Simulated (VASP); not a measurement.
# MgO (Amm2) in VASP: further runs

The runs below take MgO through single point, with PBEsol.

All numbers are computed with VASP 6.6.1; they aren't measurements. Logs are shortened: lines on timing, memory, paths and dates and some standing lists are left out, and cuts for length are marked.

### 1 The cell of the first run

It takes space group Amm2 (No. 38, orthorhombic). Conventional cell: a = 2.680 Å, b = 2.938 Å, c = 5.089 Å, α = 90.00°, β = 90.00°, γ = 90.00°. Within 2.8 Å of Mg (site symmetry mm2) lie 6 O at 2.09 to 2.32 Å and 2 Mg at 2.68 Å. Within 2.8 Å of O (site symmetry mm2) lie 6 Mg at 2.09 to 2.32 Å and 2 O at 2.68 Å.

### 2 Single point, PBEsol (atom 1 (Mg) moved by (-0.200, +0.000) A along y and z)

INCAR reads:

```
  ALGO = Normal
  EDIFF = 1E-6
  ENCUT = 520
  GGA = PS
  ISIF = 2
  ISMEAR = 0
  LASPH = True
  LCHARG = True
  LELF = True
  LREAL = False
  LVHAR = True
  LWAVE = False
  NBANDS = 11
  NELM = 60
  PREC = Accurate
  SIGMA = 0.05
```

KPOINTS reads:

```
k-points
0
Gamma
  9 9 8
```

POSCAR reads:

```
MgO
1.0
    2.9380209034      0.0000000000      0.0000000000
   -1.4690104517      2.5444007392      0.0000000000
    0.0000000000      0.0000000000      2.6796800000
Mg O
1 1
Direct
   -0.0393019851     -0.0786039702      0.0000000000
    0.3333333333      0.6666666667      0.5000000000
```

Potentials or basis: VASP PAW PBE potentials, release 64 (Mg, O).

Started as:

```bash
$ cat potpaw_PBE.64/Mg/POTCAR potpaw_PBE.64/O/POTCAR > POTCAR
$ mpirun -np 1 vasp_std > vasp.out
```

OUTCAR:

```text
EDIFF = 1E-6
   ENCUT = 520
   GGA = PS
   ISIF = 2
   ISMEAR = 0
   LASPH = True
   LREAL = False
   NELM = 60
   PREC = Accurate

 ion  position               nearest neighbor table
   1  0.961  0.921  0.000-   2 2.09   2 2.09   2 2.09   2 2.09   2 2.32   2 2.32
   2  0.333  0.667  0.500-   1 2.09   1 2.09   1 2.09   1 2.09   1 2.32   1 2.32

  LATTYP: Found a hexagonal cell.
 ALAT       =     2.9380209034
 C/A-ratio  =     0.9120697531

  Lattice vectors:

 A1 = (   2.9380209034,   0.0000000000,   0.0000000000)
 A2 = (  -1.4690104517,   2.5444007392,   0.0000000000)
 A3 = (   0.0000000000,   0.0000000000,   2.6796800000)

Analysis of symmetry for initial positions (statically):
=====================================================================
 Subroutine PRICEL returns:
 Original cell was already a primitive cell.

 Routine SETGRP: Setting up the symmetry group for a
 hexagonal supercell.

 Subroutine GETGRP returns: Found  4 space group operations
 (whereof  4 operations were pure point group operations)
 out of a pool of 24 trial point group operations.

The static configuration has the point symmetry C_2v.

Analysis of symmetry for dynamics (positions and initial velocities):
=====================================================================
 Subroutine PRICEL returns:
 Original cell was already a primitive cell.

 Routine SETGRP: Setting up the symmetry group for a
 hexagonal supercell.

 Subroutine GETGRP returns: Found  4 space group operations
 (whereof  4 operations were pure point group operations)
 out of a pool of 24 trial point group operations.

The dynamic configuration has the point symmetry C_2v.

 Subroutine INISYM returns: Found  4 space group operations
 (whereof  4 operations are pure point group operations),
 and found     1 'primitive' translations

----------------------------------------------------------------------------------------

                                     Primitive cell

  volume of cell :      20.0320

  direct lattice vectors                    reciprocal lattice vectors
     2.938020903  0.000000000  0.000000000     0.340365175  0.196509926  0.000000000
    -1.469010452  2.544400739  0.000000000     0.000000000  0.393019851  0.000000000
     0.000000000  0.000000000  2.679680000     0.000000000  0.000000000  0.373178887

  length of vectors
     2.938020903  2.938020903  2.679680000     0.393019851  0.393019851  0.373178887

  position of ions in fractional coordinates (direct lattice)
     0.960698015  0.921396030  0.000000000
     0.333333333  0.666666667  0.500000000

  ion indices of the primitive-cell ions
   primitive index   ion index
                 1           1
                 2           2

----------------------------------------------------------------------------------------

 KPOINTS: k-points

Automatic generation of k-mesh.
 Grid dimensions read from file:
 generate k-points for:    9    9    8

 Generating k-lattice:

  Cartesian coordinates                     Fractional coordinates (reciprocal lattice)
     0.037818353  0.021834436  0.000000000     0.111111111 -0.000000000  0.000000000
     0.000000000  0.043668872  0.000000000     0.000000000  0.111111111  0.000000000
     0.000000000  0.000000000  0.046647361     0.000000000  0.000000000  0.125000000

  Length of vectors
     0.043668872  0.043668872  0.046647361

  Shift w.r.t. Gamma in fractional coordinates (k-lattice)
     0.000000000  0.000000000  0.000000000

 Subroutine IBZKPT returns following result:
 ===========================================

 Found    125 irreducible k-points:

 Following reciprocal coordinates:
            Coordinates               Weight
  0.000000  0.000000  0.000000      1.000000
  0.111111 -0.000000  0.000000      4.000000
  0.000000  0.111111  0.000000      2.000000
  0.222222 -0.000000  0.000000      4.000000
  0.000000  0.222222  0.000000      2.000000
  0.333333 -0.000000  0.000000      4.000000
[... 16 lines left out ...]
 -0.222222 -0.444444  0.000000      4.000000
  0.444444  0.333333  0.000000      4.000000
 [... further k-points ...]
   k-points           NKPTS =    125   k-points in BZ     NKDIM =    125   number of bands    NBANDS=     11
   number of dos      NEDOS =    301   number of ions     NIONS =      2
   total plane-waves  NPLWV =  11520
   dimension x,y,z NGX =    24 NGY =   24 NGZ =   20
   dimension x,y,z NGXF=    48 NGYF=   48 NGZF=   40
   ions per type =               1   1
   NGX,Y,Z   is equivalent  to a cutoff of  13.58, 13.58, 12.41 a.u.
   NGXF,Y,Z  is equivalent  to a cutoff of  27.16, 27.16, 24.82 a.u.
 SYSTEM =  unknown system
   PREC   = accura    normal or accurate (medium, high low for compatibility)
   ISTART =      0    job   : 0-new  1-cont  2-samecut
   ICHARG =      2    charge: 1-file 2-atom 10-const
   ISPIN  =      1    spin polarized calculation?
   LNONCOLLINEAR =      F non collinear calculations
   LSORBIT =      F    spin-orbit coupling
   LASPH  =      T    aspherical Exc in radial PAW
   ENCUT  =  520.0 eV  38.22 Ry    6.18 a.u.   5.46  5.46  4.98*2*pi/ulx,y,z
   NELM   =     60;   NELMIN=  2; NELMDL= -5     # of ELM steps
   EDIFF  = 0.1E-05   stopping-criterion for ELM
   LREAL  =      F    real-space projection
   EDIFFG = 0.1E-04   stopping-criterion for IOM
   NSW    =      0    number of steps for IOM
   IBRION =     -1    ionic relax: 0-MD 1-quasi-New 2-CG
   NFREE  =      0    steps in history (QN), initial steepest desc. (CG)
   ISIF   =      2    stress and relaxation
   ISYM   =      2    0-nonsym 1-usesym 2-fastsym
   POTIM  = 0.5000    time-step for ionic-motion
   TEBEG  =    0.0;   TEEND  =   0.0 temperature during run
   PSTRESS=    0.0 pullay stress
   NELECT =       8.0000    total number of electrons
   NUPDOWN=      -1.0000    fix difference up-down
   EMIN   =  10.00;   EMAX   =-10.00  energy-range for DOS
   EFERMI =   0.00;   METHOD = LEGACY
   ISMEAR =     0;   SIGMA  =   0.05  broadening in eV -4-tet -1-fermi 0-gaus
   EFERMI_NEDOS =   21; number of points for ismear=-14 and -15
   IALGO  =     38    algorithm
   IMIX   =      4    mixing-type and parameters
     AMIX     =   0.40;   BMIX     =  1.00
     AMIX_MAG =   1.60;   BMIX_MAG =  1.00
  volume/ion in A,a.u.               =      10.02        67.59
  Fermi-wavevector in a.u.,A,eV,Ry     =   1.205583  2.278221 19.775115  1.453430
  Thomas-Fermi vector in A             =   2.341275
   LORBIT       =      0    0 simple, 1 ext, 2 COOP (PROOUT), +10 PAW based schemes
   GGA     = PS    functional components
   LHFCALC =     F    Hartree Fock is set to
   AEXX    =    0.0000 exact exchange contribution
   IVDW    =     0    specifies the selected vdW correction
   LEPSILON=     F    determine dielectric tensor
   LRPA    =     F    only Hartree local field effects (RPA)
 non-spin polarized calculation
 Gauss-broadening in eV      SIGMA  =   0.05
  energy-cutoff  :      520.00
  volume of cell :       20.03
 maximum number of plane-waves:       562
 NGX is ok and might be reduce to    24
   NGX = 11   NGY = 11   NGZ =  9

 number of electron       7.9999996 magnetization

 Free energy of the ion-electron system (eV)
  ---------------------------------------------------
  ext. energy  EPLUGINS =         0.00000000
  ---------------------------------------------------
  free energy    TOTEN  =       -11.76521746 eV

  energy without entropy =      -11.76521746  energy(sigma->0) =      -11.76521746

 E-fermi :   3.6308     XC(G=0): -10.9458

 val. band max:        3.3080939335   @ k =   0.0000   0.0000   0.5000
 cond. band min:       6.0620194465   @ k =   0.0000   0.0000   0.0000
 fundamental gap:      2.7539255130
 Fermi energy:         3.6307924495

 k-point     1 :       0.0000    0.0000    0.0000
  band No.  band energies     occupation
      1     -14.2069      2.00000
      2       2.4437      2.00000
      3       2.7074      2.00000
      4       2.7422      2.00000
      5       6.0620      0.00000
      6      14.8566      0.00000
      7      18.3175      0.00000
      8      19.0093      0.00000
      9      22.7077      0.00000
     10      23.9134      0.00000
     11      25.1196      0.00000

 k-point     2 :       0.1111   -0.0000    0.0000
  band No.  band energies     occupation
      1     -14.0970      2.00000
      2       1.7047      2.00000
      3       2.5608      2.00000
      4       2.7774      2.00000
      5       6.7962      0.00000
      6      14.9224      0.00000
      7      17.1535      0.00000
      8      19.3577      0.00000
      9      23.7126      0.00000
     10      24.0300      0.00000
     11      25.6440      0.00000

 k-point     3 :       0.0000    0.1111    0.0000
  band No.  band energies     occupation
      1     -14.1001      2.00000
      2       1.8647      2.00000
      3       2.3505      2.00000
      4       2.7863      2.00000
      5       6.8872      0.00000
      6      14.8022      0.00000
      7      17.8790      0.00000
      8      18.6491      0.00000
      9      23.6203      0.00000
     10      23.6547      0.00000
     11      25.8662      0.00000

 k-point     4 :       0.2222   -0.0000    0.0000
  band No.  band energies     occupation
      1     -13.8031      2.00000
      2       0.2948      2.00000
      3       2.3242      2.00000
      4       2.8688      2.00000
      5       8.0542      0.00000
      6      14.2857      0.00000
      7      16.6965      0.00000
      8      19.9398      0.00000
      9      23.1923      0.00000
     10      24.3182      0.00000
     11      26.5007      0.00000
[... 239 lines left out ...]
 k-point    22 :       0.3333    0.2222    0.0000
  band No.  band energies     occupation
      1     -13.0805      2.00000
      2      -1.1836      2.00000
      3       0.4666      2.00000
      4       3.1088      2.00000
      5      10.9509      0.00000
      6      13.6814      0.00000
      7      15.7397      0.00000
      8      21.3443      0.00000
      9      22.3713      0.00000
     10      24.9464      0.00000
     11      25.0237      0.00000

 k-point    23 :      -0.2222   -0.4444    0.0000
  band No.  band energies     occupation
      1     -13.0929      2.00000
      2      -1.0963      2.00000
      3       0.3671      2.00000
      4       3.1369      2.00000
      5      11.1815      0.00000
      6      13.8153      0.00000
      7      15.3518      0.00000
      8      21.2739      0.00000
      9      22.1090      0.00000
     10      24.8495      0.00000
     11      25.1015      0.00000

 k-point    24 :       0.4444    0.3333    0.0000
  band No.  band energies     occupation
      1     -13.0726      2.00000
      2      -1.2413      2.00000
      3       0.5394      2.00000
      4       3.0905      2.00000
      5      10.9137      0.00000
      6      13.2582      0.00000
      7      16.0934      0.00000
      8      22.2416      0.00000
      9      22.5373      0.00000
     10      24.4819      0.00000
     11      24.8951      0.00000

 [... further k-points ...]
[... 5 lines left out ...]
  --------------------------------------------------------------------------------------
  -------------------------------------------------------------------------------------
  Total       -0.4109874     -0.2226611     -0.2427621      0.0000000      0.0000000      0.0000000
  in kB      -32.8712124    -17.8086764    -19.4163748      0.0000000      0.0000000      0.0000000
  external PRESSURE =     -23.3654212 kB  Pullay stress =       0.0000000 kB

 VOLUME and BASIS-vectors are now :
 -----------------------------------------------------------------------------
  energy-cutoff  :      520.00
  volume of cell :       20.03
      direct lattice vectors                 reciprocal lattice vectors
     2.938020903  0.000000000  0.000000000     0.340365175  0.196509926  0.000000000
    -1.469010452  2.544400739  0.000000000     0.000000000  0.393019851  0.000000000
     0.000000000  0.000000000  2.679680000     0.000000000  0.000000000  0.373178887

 POSITION                                       TOTAL-FORCE (eV/Angst)
 -----------------------------------------------------------------------------------
      1.46901      2.34440      0.00000         0.000000      0.443544      0.000000
     -0.00000      1.69627      1.33984        -0.000000     -0.443544      0.000000
 -----------------------------------------------------------------------------------
    total drift:                                0.000000     -0.000020      0.000000

  FREE ENERGIE OF THE ION-ELECTRON SYSTEM (eV)
  ---------------------------------------------------
  free  energy   TOTEN  =       -11.7652174593 eV

  energy  without entropy=      -11.7652174593  energy(sigma->0) =      -11.76521746
```

It took 21 s on 1 thread of AMD EPYC 9R45 (Zen 5), shared host; peak memory 0.12 GiB.

What came out:

| Item | Value |
| --- | --- |
| Free energy | -11.7652 eV |
| Pressure | -2.3 GPa |
| Largest force | 0.444 eV/Å |
| Band gap on the k mesh | 2.75 eV, indirect (least direct gap 3.32 eV) |

Forces in eV/Å, atoms in the order of the input:
```
Mg   0.000  0.444  0.000
O    0.000 -0.444  0.000
```

Caveat: the cell differs from its parent crystal (atom 1 (Mg) moved by (-0.200, +0.000) A along y and z); the PAW data sets were made with another functional, which shifts forces and pressure a little. A k mesh can miss the band edges.

### 3 Single point, PBEsol (atom 1 (Mg) moved by (+0.200, +0.000) A along y and z)

INCAR reads:

```
PREC     = Accurate       # precision mode
ENCUT    = 520            # plane-wave cutoff, eV
EDIFF    = 1E-7           # SCF threshold, eV
ISMEAR   = 0              # smearing method
SIGMA    = 0.05           # smearing width, eV
LREAL    = False          # projectors in reciprocal space
LASPH    = True           # aspherical terms in the spheres
NELM     = 80             # most SCF steps
ALGO     = Normal         # electronic algorithm
ISIF     = 2              # what is computed and relaxed
LWAVE    = False          # write WAVECAR
LCHARG   = True           # write CHGCAR
GGA      = PS             # functional
LELF     = True           # ELF
LVHAR    = True         
NBANDS   = 11             # bands
```

KPOINTS reads:

```
regular mesh
0
Gamma
  9 9 8
```

POSCAR, as its differences from that of step 2:

```diff
@@ -8,3 +8,3 @@
 Direct
-   -0.0393019851     -0.0786039702      0.0000000000
+    0.0393019851      0.0786039702      0.0000000000
     0.3333333333      0.6666666667      0.5000000000
```

Potentials or basis: VASP PAW PBE potentials, release 64 (Mg, O).

Started as:

```bash
$ cat potpaw_PBE.64/Mg/POTCAR potpaw_PBE.64/O/POTCAR > POTCAR
$ mpirun -np 1 vasp_std > vasp.out
```

OUTCAR:

```text
PREC = Accurate
   ENCUT = 520
   EDIFF = 1E-7
   ISMEAR = 0
   LREAL = False
   LASPH = True
   NELM = 80
   ISIF = 2
   GGA = PS

 ion  position               nearest neighbor table
   1  0.039  0.079  0.000-   2 2.01   2 2.01   2 2.25   2 2.25   2 2.25   2 2.25
   2  0.333  0.667  0.500-   1 2.01   1 2.01   1 2.25   1 2.25   1 2.25   1 2.25

  LATTYP: Found a hexagonal cell.
 ALAT       =     2.9380209034
 C/A-ratio  =     0.9120697531

  Lattice vectors:

 A1 = (   2.9380209034,   0.0000000000,   0.0000000000)
 A2 = (  -1.4690104517,   2.5444007392,   0.0000000000)
 A3 = (   0.0000000000,   0.0000000000,   2.6796800000)

Analysis of symmetry for initial positions (statically):
=====================================================================
 Subroutine PRICEL returns:
 Original cell was already a primitive cell.

 Routine SETGRP: Setting up the symmetry group for a
 hexagonal supercell.

 Subroutine GETGRP returns: Found  4 space group operations
 (whereof  4 operations were pure point group operations)
 out of a pool of 24 trial point group operations.

[... 173 lines left out ...]
      2       2.4575      2.00000
      3       2.6753      2.00000
      4       2.7256      2.00000
      5       6.0619      0.00000
      6      14.8812      0.00000
      7      18.4466      0.00000
      8      18.8955      0.00000
      9      22.7257      0.00000
     10      23.8718      0.00000
     11      24.8690      0.00000
[... 309 lines left out ...]
 k-point    24 :       0.4444    0.3333    0.0000
  band No.  band energies     occupation
      1     -13.0951      2.00000
      2      -1.1191      2.00000
      3       0.3868      2.00000
      4       3.1119      2.00000
      5      11.1191      0.00000
      6      13.8957      0.00000
      7      15.3533      0.00000
      8      21.0616      0.00000
      9      22.1360      0.00000
     10      25.1023      0.00000
     11      25.2339      0.00000

 [... further k-points ...]

------------------------ aborting loop because EDIFF is reached ----------------------------------------

  FORCE on cell =-STRESS in cart. coord.  units (eV):
  Direction    XX          YY          ZZ          XY          YZ          ZX
  --------------------------------------------------------------------------------------
  -------------------------------------------------------------------------------------
  Total       -0.3768629     -0.0974866     -0.0456291      0.0000000      0.0000000      0.0000000
  in kB      -30.1418980     -7.7970856     -3.6494623      0.0000000      0.0000000      0.0000000
  external PRESSURE =     -13.8628153 kB  Pullay stress =       0.0000000 kB

 VOLUME and BASIS-vectors are now :
 -----------------------------------------------------------------------------
  energy-cutoff  :      520.00
  volume of cell :       20.03
      direct lattice vectors                 reciprocal lattice vectors
     2.938020903  0.000000000  0.000000000     0.340365175  0.196509926  0.000000000
    -1.469010452  2.544400739  0.000000000     0.000000000  0.393019851  0.000000000
     0.000000000  0.000000000  2.679680000     0.000000000  0.000000000  0.373178887

 POSITION                                       TOTAL-FORCE (eV/Angst)
 -----------------------------------------------------------------------------------
      0.00000      0.20000      0.00000         0.000000     -0.959060      0.000000
     -0.00000      1.69627      1.33984        -0.000000      0.959060      0.000000
 -----------------------------------------------------------------------------------
    total drift:                                0.000000      0.000204     -0.000000

  FREE ENERGIE OF THE ION-ELECTRON SYSTEM (eV)
  ---------------------------------------------------
  free  energy   TOTEN  =       -11.7311203145 eV

  energy  without entropy=      -11.7311203145  energy(sigma->0) =      -11.73112031
```

OSZICAR:

```text
N       E                     dE             d eps       ncg     rms          rms(c)
DAV:   1     0.156130758938E+02    0.15613E+02   -0.44006E+03  3030   0.632E+02
DAV:   2    -0.126510808421E+02   -0.28264E+02   -0.27572E+02  3162   0.136E+02
DAV:   3    -0.133554745838E+02   -0.70439E+00   -0.70389E+00  3299   0.192E+01
DAV:   4    -0.133573678208E+02   -0.18932E-02   -0.18932E-02  3006   0.114E+00
DAV:   5    -0.133573744305E+02   -0.66097E-05   -0.66097E-05  3263   0.653E-02    0.695E+00
DAV:   6    -0.118011938724E+02    0.15562E+01   -0.89244E+00  2840   0.158E+01    0.239E+00
DAV:   7    -0.117569291685E+02    0.44265E-01   -0.74519E-02  3026   0.236E+00    0.137E+00
DAV:   8    -0.117316224431E+02    0.25307E-01   -0.39588E-02  2870   0.204E+00    0.260E-01
DAV:   9    -0.117312479767E+02    0.37447E-03   -0.53838E-04  3214   0.176E-01    0.169E-01
DAV:  10    -0.117311238647E+02    0.12411E-03   -0.55448E-04  2927   0.195E-01    0.176E-02
DAV:  11    -0.117311207162E+02    0.31484E-05   -0.13290E-05  3035   0.310E-02    0.147E-02
DAV:  12    -0.117311203174E+02    0.39887E-06   -0.66675E-06  3074   0.200E-02    0.335E-03
DAV:  13    -0.117311203145E+02    0.28745E-08   -0.50745E-07  2936   0.502E-03
   1 F= -.11731120E+02 E0= -.11731120E+02  d E =-.103370E-10
```

Run time: 23 s. Hardware: 1 thread of AMD EPYC 9R45 (Zen 5), shared host; peak memory 0.12 GiB.

What came out:

```yaml
Free_energy: -11.7311 eV
Pressure: -1.4 GPa
Largest_force: 0.959 eV/Å
Band_gap_on_the_k_mesh: 2.78 eV, indirect (least direct gap 3.34 eV)
```

Forces on the atoms (eV/Å):
```
Mg   0.000 -0.959  0.000
O    0.000  0.959  0.000
```

Caveat: the cell differs from its parent crystal (atom 1 (Mg) moved by (+0.200, +0.000) A along y and z); the PAW data sets were made with another functional, which shifts forces and pressure a little. A k mesh can miss the band edges.
